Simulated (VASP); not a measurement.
# SnTe3 (Immm) in VASP: a series of runs, part 2 of 2

VASP 6.6.1. The steps go on from the part before.

**3. Single point, PBE**

This run uses another cell than the first one, of 37.00 Å³/atom.

Input file INCAR:

```
ALGO = Normal
EDIFF = 1E-7
ENCUT = 520
GGA = PE
ISIF = 2
ISMEAR = 0
LASPH = True
LCHARG = False
LREAL = False
LWAVE = False
NBANDS = 24
NELM = 60
PREC = Accurate
SIGMA = 0.1
```

Input file KPOINTS:

```
k-points
0
Gamma
  4 4 4
```

Input file POSCAR:

```
SnTe3
1.0
   -2.6694744739      4.5175672110      3.0677308092
    2.6694744739     -4.5175672110      3.0677308092
    2.6694744739      4.5175672110     -3.0677308092
Sn Te
1 3
Direct
    0.5000000000      0.5000000000      0.0000000000
    0.0000000000      0.0000000000      0.0000000000
    0.6719314211      0.0000000000      0.6719314211
    0.3280685789      0.0000000000      0.3280685789
```

Potentials or basis: VASP PAW PBE potentials, release 64 (Sn_d, Te).

Started as:

```
cat potpaw_PBE.64/Sn_d/POTCAR potpaw_PBE.64/Te/POTCAR > POTCAR
mpirun -np 1 vasp_std > vasp.out
```

OUTCAR:

```text
EDIFF = 1E-7
   ENCUT = 520
   GGA = PE
   ISIF = 2
   ISMEAR = 0
   LASPH = True
   LREAL = False
   NELM = 60
   PREC = Accurate

 ion  position               nearest neighbor table
   1  0.500  0.500  0.000-   2 3.07   2 3.07   4 3.09   3 3.09   4 3.09   3 3.09
   2  0.000  0.000  0.000-   3 2.96   4 2.96   1 3.07   1 3.07
   3  0.672  0.000  0.672-   2 2.96   1 3.09   1 3.09   4 3.11
   4  0.328  0.000  0.328-   2 2.96   1 3.09   1 3.09   3 3.11

  LATTYP: Found a body centered orthorhombic cell.
 ALAT       =     5.3389489478
 B/A-ratio  =     1.1491890405
 C/A-ratio  =     1.6923058284

  Lattice vectors:

 A1 = (   2.6694744739,  -4.5175672110,  -3.0677308092)
 A2 = (  -2.6694744739,  -4.5175672110,   3.0677308092)
 A3 = (  -2.6694744739,   4.5175672110,  -3.0677308092)

Analysis of symmetry for initial positions (statically):
=====================================================================
 Subroutine PRICEL returns:
[... 165 lines left out ...]
  free energy    TOTEN  =       -12.90543870 eV

  energy without entropy =      -12.88319799  energy(sigma->0) =      -12.89431835

 E-fermi :   4.2803     XC(G=0):  -8.6020

 val. band max:        4.2662602383   @ k =   0.5000  -0.2500   0.2500
 cond. band min:       4.2828444510   @ k =  -0.2500   0.5000   0.2500
 fundamental gap:      0.0165842126
 Fermi energy:         4.2802771943

 k-point     1 :       0.0000    0.0000    0.0000
  band No.  band energies     occupation
      1     -17.1276      2.00000
      2     -17.1125      2.00000
      3     -17.1104      2.00000
      4     -17.1021      2.00000
      5     -17.0736      2.00000
      6      -7.9573      2.00000
[... 475 lines left out ...]
     23      10.1525      0.00000
     24      10.2557      0.00000

------------------------ aborting loop because EDIFF is reached ----------------------------------------

  FORCE on cell =-STRESS in cart. coord.  units (eV):
  Direction    XX          YY          ZZ          XY          YZ          ZX
  --------------------------------------------------------------------------------------
  -------------------------------------------------------------------------------------
  Total       -0.0180017     -0.0493011     -0.0296920      0.0000000      0.0000000      0.0000000
  in kB       -0.1949026     -0.5337768     -0.3214719      0.0000000      0.0000000      0.0000000
  external PRESSURE =      -0.3500504 kB  Pullay stress =       0.0000000 kB

 VOLUME and BASIS-vectors are now :
 -----------------------------------------------------------------------------
  energy-cutoff  :      520.00
  volume of cell :      147.98
      direct lattice vectors                 reciprocal lattice vectors
    -2.669474474  4.517567211  3.067730809     0.000000000  0.110679040  0.162986921
     2.669474474 -4.517567211  3.067730809     0.187302784  0.000000000  0.162986921
     2.669474474  4.517567211 -3.067730809     0.187302784  0.110679040  0.000000000

 POSITION                                       TOTAL-FORCE (eV/Angst)
 -----------------------------------------------------------------------------------
      0.00000      0.00000      3.06773        -0.000000      0.000000      0.000000
      0.00000      0.00000      0.00000         0.000000      0.000000     -0.000000
      0.00000      6.07099      0.00000         0.000000      0.001291     -0.000000
      0.00000      2.96414      0.00000        -0.000000     -0.001291      0.000000
 -----------------------------------------------------------------------------------
    total drift:                                0.000000     -0.000000      0.000000

  FREE ENERGIE OF THE ION-ELECTRON SYSTEM (eV)
  ---------------------------------------------------
  free  energy   TOTEN  =       -12.9054387049 eV

  energy  without entropy=      -12.8831979931  energy(sigma->0) =      -12.89431835
```

OSZICAR:

```text
N       E                     dE             d eps       ncg     rms          rms(c)
DAV:   1     0.218188193399E+03    0.21819E+03   -0.13052E+04   872   0.127E+03
DAV:   2     0.102125221553E+02   -0.20798E+03   -0.19577E+03   960   0.311E+02
DAV:   3    -0.121069169899E+02   -0.22319E+02   -0.21715E+02  1128   0.974E+01
DAV:   4    -0.129601778010E+02   -0.85326E+00   -0.84799E+00   928   0.213E+01
DAV:   5    -0.129946584156E+02   -0.34481E-01   -0.34479E-01  1392   0.434E+00    0.835E+00
DAV:   6    -0.129133831758E+02    0.81275E-01   -0.10120E-01  1096   0.288E+00    0.530E+00
DAV:   7    -0.129076837929E+02    0.56994E-02   -0.10009E-01  1080   0.189E+00    0.461E-01
DAV:   8    -0.129051815055E+02    0.25023E-02   -0.16605E-02  1000   0.111E+00    0.194E-01
DAV:   9    -0.129053241922E+02   -0.14269E-03   -0.13780E-03  1056   0.188E-01    0.120E-01
DAV:  10    -0.129054245162E+02   -0.10032E-03   -0.20177E-04  1016   0.106E-01    0.497E-02
DAV:  11    -0.129054345441E+02   -0.10028E-04   -0.42017E-05  1096   0.539E-02    0.143E-02
DAV:  12    -0.129054383892E+02   -0.38451E-05   -0.78560E-06  1032   0.166E-02    0.566E-03
DAV:  13    -0.129054387539E+02   -0.36472E-06   -0.19230E-06  1080   0.667E-03    0.140E-03
DAV:  14    -0.129054387049E+02    0.49044E-07   -0.11620E-07   776   0.193E-03
   1 F= -.12905439E+02 E0= -.12894318E+02  d E =-.222407E-01
```

stdout:

```text
POSCAR found type information on POSCAR SnTe
 POSCAR found :  2 types and       4 ions
 scaLAPACK will be used
 LDA part: xc-table for (Slater+PW92), standard interpolation
 POSCAR, INCAR and KPOINTS ok, starting setup
 FFT: planning ... GRIDC
 FFT: planning ... GRID_SOFT
 FFT: planning ... GRID
 WAVECAR not read
 entering main loop
```

Wall time 3 min (1 thread of Intel Xeon 8259CL, shared host); peak memory 0.34 GiB.

What came out:

- Free energy: -12.9054 eV
- Pressure: 0.0 GPa
- Band gap on the k mesh: zero (bands 16 and 17 overlap by 1.68 eV)

Levels at points of the mesh, in eV from the Fermi level:
```
           k point  band 13  band 14  band 15  band 16  band 17  band 18  band 19  band 20
(0.00, 0.00, 0.00)    -2.08    -1.55    -1.54    -0.89    -0.69     1.36     4.53     4.69
(0.50, 0.00, 0.00)    -1.68    -0.63    -0.04     0.38     0.47     1.37     1.59     2.68
(0.00, 0.50, 0.00)    -2.55    -1.07    -0.04     0.25     1.24     1.54     3.14     3.85
(0.50, 0.50, 0.00)    -1.65    -0.80    -0.20     0.29     1.21     1.30     3.59     4.59
(0.50, 0.50, 0.50)    -1.83    -0.50    -0.39    -0.09     0.48     1.23     3.95     4.30
```

Caveat: spin-orbit coupling is left out, which moves the levels of the heavy elements.

**4. Relaxation of cell and atoms, PBE**

Input file INCAR:

```
SYSTEM = SnTe3
ALGO = Normal
EDIFF = 1E-6
EDIFFG = -0.04
ENCUT = 600
GGA = PE
IBRION = 2
ISIF = 3
ISMEAR = 0
LASPH = .True.
LCHARG = .False.
LREAL = .False.
LWAVE = .False.
NELM = 80
NSW = 90
PREC = Accurate
SIGMA = 0.1
```

Input file KPOINTS:

```
k-points
0
Gamma
  4 4 4
  0 0 0
```

Input file POSCAR:

```
SnTe3
1.0
   -2.6314224600      3.7001657800      3.7118899400
    2.6314224600     -3.7001657800      3.7118899400
    2.6314224600      3.7001657800     -3.7118899400
Sn Te
1 3
Direct
    0.5000000000      0.5000000000      0.0000000000
    0.0000000000      0.0000000000      0.0000000000
    0.6789495600      0.0000000000      0.6789495600
    0.3210504400      0.0000000000      0.3210504400
```

Started as:

```
cat potpaw_PBE.64/Sn_d/POTCAR potpaw_PBE.64/Te/POTCAR > POTCAR
mpirun -np 1 vasp_std > vasp.out
```

Wall time 27 min (1 thread of Intel Xeon 8259CL, shared host); peak memory 0.38 GiB.

It converged, with:

```
Free energy                           : -12.9041 eV
Relaxed volume                        : 36.95 Å³/atom
Relaxed cell                          : a = 6.078 Å, b = 6.078 Å, c = 6.078 Å, α = 127.88°, β = 83.87°, γ = 119.51°
Space group after relaxing (to 0.1 Å) : Immm (No. 71)
Energy gained by relaxing             : 1072.3 meV/atom
Ionic steps                           : 18
Pressure after relaxing               : 0.0 GPa
Band gap on the k mesh                : zero (bands 16 and 17 overlap by 1.67 eV)
```

Forces on the atoms (eV/Å):
```
Sn   0.000  0.000  0.000
Te   0.000  0.000  0.000
Te   0.000 -0.003  0.000
Te   0.000  0.003  0.000
```

Stress tensor (GPa, compression positive):
```
-0.02  0.00  0.00
 0.00 -0.15  0.00
 0.00  0.00  0.07
```

The path:
```tsv
step	energy change (eV)	largest force (eV/Å)	pressure (GPa)	volume (Å³)
1	0.0000	3.7042	18.21	144.57
2	-1.7580	0.7962	-4.66	232.77
3	-3.7775	0.6604	-2.10	181.29
4	-3.8037	0.7155	-1.66	179.21
5	-3.8166	0.7788	-1.01	176.45
6	-3.8160	0.7653	-1.19	177.10
7	-3.9795	0.4135	-1.46	170.99
8	-4.2169	0.0710	-1.47	157.81
9	-3.5151	0.1722	4.82	130.85
10	-4.2352	0.1559	-1.33	155.20
11	-4.2437	0.2075	-1.19	152.73
12	-4.2432	0.3819	1.57	142.36
13	-4.2695	0.2888	0.08	147.41
14	-4.2796	0.1993	0.11	147.12
15	-4.2880	0.0154	0.22	146.58
16	-4.2880	0.0007	0.24	146.54
17	-4.2889	0.0034	-0.17	148.49
18	-4.2893	0.0028	-0.03	147.82
```

Final structure:
```yaml
crystal:
  lattice:
    - [-2.66992, 4.52135, 3.06128]
    - [2.66992, -4.52135, 3.06128]
    - [2.66992, 4.52135, -3.06128]
  atoms:
    - { symbol: Sn, position: [0.50000, 0.50000, 0.00000] }
    - { symbol: Te, position: [0.00000, 0.00000, 0.00000] }
    - { symbol: Te, position: [0.67196, 0.00000, 0.67196] }
    - { symbol: Te, position: [0.32804, 0.00000, 0.32804] }
```

Levels at points of the mesh, in eV from the Fermi level:
```
           k point  band 14  band 15  band 16  band 17  band 18  band 19
(0.00, 0.00, 0.00)    -1.55    -1.54    -0.89    -0.68     1.36     4.53
(0.50, 0.00, 0.00)    -0.61    -0.05     0.38     0.46     1.37     1.58
(0.00, 0.50, 0.00)    -1.06    -0.04     0.25     1.26     1.55     3.14
(0.50, 0.50, 0.00)    -0.80    -0.21     0.28     1.20     1.29     3.59
(0.50, 0.50, 0.50)    -0.51    -0.39    -0.08     0.48     1.23     3.93
```

Caveat: the k points lie up to 0.34 Å⁻¹ apart in the final cell, too coarse for converged energies and pressures of a metal; spin-orbit coupling is left out, which moves the levels of the heavy elements.

**5. Summary**

```tsv
task	cell	cutoff (eV)	gap on the mesh (eV)	pressure (GPa)
single point	a = 5.865 Å, angles 126.7, 101.8, 101.5°, 4 atoms, atomic positions A	520	none	18.2
single point	a = 6.078 Å, angles 127.9, 84.0, 119.4°, 4 atoms, atomic positions B	520	none	0.0
relaxation of cell and atoms	relaxed from a = 5.865 Å, angles 126.7, 101.8, 101.5°, 4 atoms, atomic positions A	600	none	0.0
```

Alike in all rows: level PBE; potentials or basis VASP PAW PBE potentials, release 64 (Sn_d, Te); no spin polarisation; k mesh 4 × 4 × 4; smearing gaussian 0.1 eV.

Caveats: some runs use coarse meshes; spin-orbit coupling is left out, which moves the levels of the heavy elements; forces of over 1 eV/Å act on the atoms, so gaps and moduli don't describe the material at rest (at least some runs).

Absolute energies hang on the potentials; compare differences alone.

The gap in the log of VASP goes by the Fermi energy; the results here count the filled bands.